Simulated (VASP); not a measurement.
# Au (Cmcm) in VASP: single point with PBE+D3(BJ)

Aim: the single point of Au with PBE+D3(BJ).

Program: VASP 6.6.1. These are calculated values, not measurements. Logs are shortened: lines on timing, memory, paths and dates and some standing lists are left out, and cuts for length are marked.

## Step 1: The cell of the first run

Symmetry: Cmcm, No. 63, orthorhombic system. The conventional cell has a = 2.837 Å, b = 5.089 Å, c = 4.955 Å, α = 90.00°, β = 90.00°, γ = 90.00°. Au (site symmetry m2m) has 12 Au at 2.84 to 2.99 Å within 3.7 Å.

## Step 2: Single point, PBE+D3(BJ)

Input file INCAR:

```
PREC = Accurate
ENCUT = 520
EDIFF = 1E-7
ISMEAR = 0
SIGMA = 0.1
LREAL = False
LASPH = True
NELM = 80
ALGO = Fast
ISIF = 2
LWAVE = False
LCHARG = False
GGA = PE
IVDW = 12
NBANDS = 30
```

Input file KPOINTS:

```
Automatic mesh
0
Gamma
  18 10 12
```

Input file POSCAR:

```
Au
1.0
    2.8367671296      0.0000000000      0.0000000000
    0.0000000000      5.0893544556      0.0000000000
    0.0000000000      0.0000000000      4.9549340806
Au
4
Direct
    0.0000000000      0.3364144514      0.7500000000
    0.5000000000      0.1635855486      0.2500000000
    0.5000000000      0.8364144514      0.7500000000
    0.0000000000      0.6635855486      0.2500000000
```

Potentials or basis: VASP PAW PBE potentials, release 64 (Au).

Run with:

```
cat potpaw_PBE.64/Au/POTCAR > POTCAR
mpirun -np 1 vasp_std > vasp.out
```

OUTCAR:

```text
PREC = Accurate
   ENCUT = 520
   EDIFF = 1E-7
   ISMEAR = 0
   LREAL = False
   LASPH = True
   NELM = 80
   ISIF = 2
   GGA = PE
   IVDW = 12
 IVDW          = 12

 ion  position               nearest neighbor table
   1  0.000  0.336  0.750-   3 2.91   3 2.91   3 2.91   3 2.91   4 2.99   4 2.99   2 2.99   2 2.99
                             2 2.99   2 2.99
   2  0.500  0.164  0.250-   4 2.91   4 2.91   4 2.91   4 2.91   3 2.99   3 2.99   1 2.99   1 2.99
                             1 2.99   1 2.99
   3  0.500  0.836  0.750-   1 2.91   1 2.91   1 2.91   1 2.91   2 2.99   2 2.99   4 2.99   4 2.99
                             4 2.99   4 2.99
   4  0.000  0.664  0.250-   2 2.91   2 2.91   2 2.91   2 2.91   1 2.99   1 2.99   3 2.99   3 2.99
                             3 2.99   3 2.99

  LATTYP: Found a simple orthorhombic cell.
 ALAT       =     2.8367671296
 B/A-ratio  =     1.7466834090
 C/A-ratio  =     1.7940684671

  Lattice vectors:

 A1 = (  -2.8367671296,   0.0000000000,   0.0000000000)
 A2 = (   0.0000000000,   0.0000000000,   4.9549340806)
 A3 = (   0.0000000000,   5.0893544556,   0.0000000000)

Analysis of symmetry for initial positions (statically):
=====================================================================
 Subroutine PRICEL returns following result:

  LATTYP: Found a base centered orthorhombic cell.
 ALAT       =     2.8367671296
 B/A-ratio  =     1.7940684671
 C/A-ratio  =     1.7466834090

  Lattice vectors:

 A1 = (  -1.4183835648,   2.5446772278,   0.0000000000)
 A2 = (  -1.4183835648,  -2.5446772278,   0.0000000000)
 A3 = (   0.0000000000,   0.0000000000,   4.9549340806)

   2 primitive cells build up your supercell.

 Routine SETGRP: Setting up the symmetry group for a
 simple orthorhombic supercell.

 Subroutine GETGRP returns: Found  8 space group operations
 (whereof  4 operations were pure point group operations)
 out of a pool of  8 trial point group operations.

The static configuration has the point symmetry C_2h.
 The point group associated with its full space group is D_2h.

Analysis of symmetry for dynamics (positions and initial velocities):
=====================================================================
 Subroutine PRICEL returns following result:

  LATTYP: Found a base centered orthorhombic cell.
 ALAT       =     2.8367671296
 B/A-ratio  =     1.7940684671
[... 116 lines left out ...]
   ENCUT  =  520.0 eV  38.22 Ry    6.18 a.u.   5.27  9.46  9.21*2*pi/ulx,y,z
   NELM   =     80;   NELMIN=  2; NELMDL= -5     # of ELM steps
   EDIFF  = 0.1E-06   stopping-criterion for ELM
   LREAL  =      F    real-space projection
   EDIFFG = 0.1E-05   stopping-criterion for IOM
   NSW    =      0    number of steps for IOM
   IBRION =     -1    ionic relax: 0-MD 1-quasi-New 2-CG
   NFREE  =      0    steps in history (QN), initial steepest desc. (CG)
   ISIF   =      2    stress and relaxation
   ISYM   =      2    0-nonsym 1-usesym 2-fastsym
   POTIM  = 0.5000    time-step for ionic-motion
   TEBEG  =    0.0;   TEEND  =   0.0 temperature during run
   PSTRESS=    0.0 pullay stress
   NELECT =      44.0000    total number of electrons
   NUPDOWN=      -1.0000    fix difference up-down
   EMIN   =  10.00;   EMAX   =-10.00  energy-range for DOS
   EFERMI =   0.00;   METHOD = LEGACY
   ISMEAR =     0;   SIGMA  =   0.10  broadening in eV -4-tet -1-fermi 0-gaus
   EFERMI_NEDOS =   21; number of points for ismear=-14 and -15
   IALGO  =     68    algorithm
   IMIX   =      4    mixing-type and parameters
     AMIX     =   0.40;   BMIX     =  1.00
     AMIX_MAG =   1.60;   BMIX_MAG =  1.00
  volume/ion in A,a.u.               =      17.88       120.69
  Fermi-wavevector in a.u.,A,eV,Ry     =   1.392251  2.630973 26.373039  1.938364
  Thomas-Fermi vector in A             =   2.516012
   LORBIT       =      0    0 simple, 1 ext, 2 COOP (PROOUT), +10 PAW based schemes
   GGA     = PE    functional components
   LHFCALC =     F    Hartree Fock is set to
   AEXX    =    0.0000 exact exchange contribution
   IVDW    =    12    specifies the selected vdW correction
   LEPSILON=     F    determine dielectric tensor
   LRPA    =     F    only Hartree local field effects (RPA)
 non-spin polarized calculation
 RMM-DIIS sequential band-by-band and
 Gauss-broadening in eV      SIGMA  =   0.10
  energy-cutoff  :      520.00
  volume of cell :       71.54
 maximum number of plane-waves:      1948
 NGX is ok and might be reduce to    24
   NGX = 11   NGY = 19   NGZ = 19

 number of electron      44.0000005 magnetization

 Free energy of the ion-electron system (eV)
  ---------------------------------------------------
  ext. energy  EPLUGINS =         0.00000000
  ---------------------------------------------------
  free energy    TOTEN  =       -12.85089635 eV

  energy without entropy =      -12.84656028  energy(sigma->0) =      -12.84872831

 E-fermi :   8.6983     XC(G=0): -12.4266

 val. band max:        8.6840569056   @ k =   0.0000   0.3000   0.3333
 cond. band min:       8.7054883398   @ k =   0.0000   0.0000   0.4167
 fundamental gap:      0.0214314342
 Fermi energy:         8.6982727952

 k-point     1 :       0.0000    0.0000    0.0000
  band No.  band energies     occupation
      1      -0.6702      2.00000
      2       1.6407      2.00000
      3       2.1140      2.00000
      4       2.1861      2.00000
      5       2.7966      2.00000
      6       3.9470      2.00000
[... 781 lines left out ...]
     29      19.4896      0.00000
     30      21.0008      0.00000

 [... further k-points ...]

------------------------ aborting loop because EDIFF is reached ----------------------------------------

 Edisp (eV)   -2.53247

 E8    (eV) :    -1.1377

  FORCE on cell =-STRESS in cart. coord.  units (eV):
  Direction    XX          YY          ZZ          XY          YZ          ZX
  --------------------------------------------------------------------------------------
  -------------------------------------------------------------------------------------
  Total      -1.59282    -2.31540    -2.70180     0.00000     0.00000     0.00000
  in kB     -35.67418   -51.85753   -60.51172     0.00000     0.00000     0.00000
  external pressure =      -49.35 kB  Pullay stress =        0.00 kB

 VOLUME and BASIS-vectors are now :
 -----------------------------------------------------------------------------
  energy-cutoff  :      520.00
  volume of cell :       71.54
      direct lattice vectors                 reciprocal lattice vectors
     2.836767130  0.000000000  0.000000000     0.352513955  0.000000000  0.000000000
     0.000000000  5.089354456  0.000000000     0.000000000  0.196488574  0.000000000
     0.000000000  0.000000000  4.954934081     0.000000000  0.000000000  0.201819032

 POSITION                                       TOTAL-FORCE (eV/Angst)
 -----------------------------------------------------------------------------------
      0.00000      1.71213      3.71620        -0.000000     -0.000610      0.000000
      1.41838      0.83254      1.23873        -0.000000      0.000610      0.000000
      1.41838      4.25681      3.71620         0.000000     -0.000610     -0.000000
      0.00000      3.37722      1.23873        -0.000000      0.000610     -0.000000
 -----------------------------------------------------------------------------------
    total drift:                                0.000000     -0.000000     -0.000000

  FREE ENERGIE OF THE ION-ELECTRON SYSTEM (eV)
  ---------------------------------------------------
  free  energy   TOTEN  =       -15.3833619747 eV

  energy  without entropy=      -15.3790259063  energy(sigma->0) =      -15.38119394
```

It took 4.6 min on 1 thread of Intel Xeon 6975P-C (Granite Rapids), shared host; peak memory 0.7 GiB.

What came out:

* Free energy: -15.3834 eV
* Pressure: -4.9 GPa
* Band gap on the k mesh: zero (bands 22 and 23 overlap by 4.25 eV)
* Dispersion energy per atom: -0.633 eV

Caveat: three body term missing; the cell stands under tension; spin-orbit coupling is left out, which moves the levels of the heavy elements.
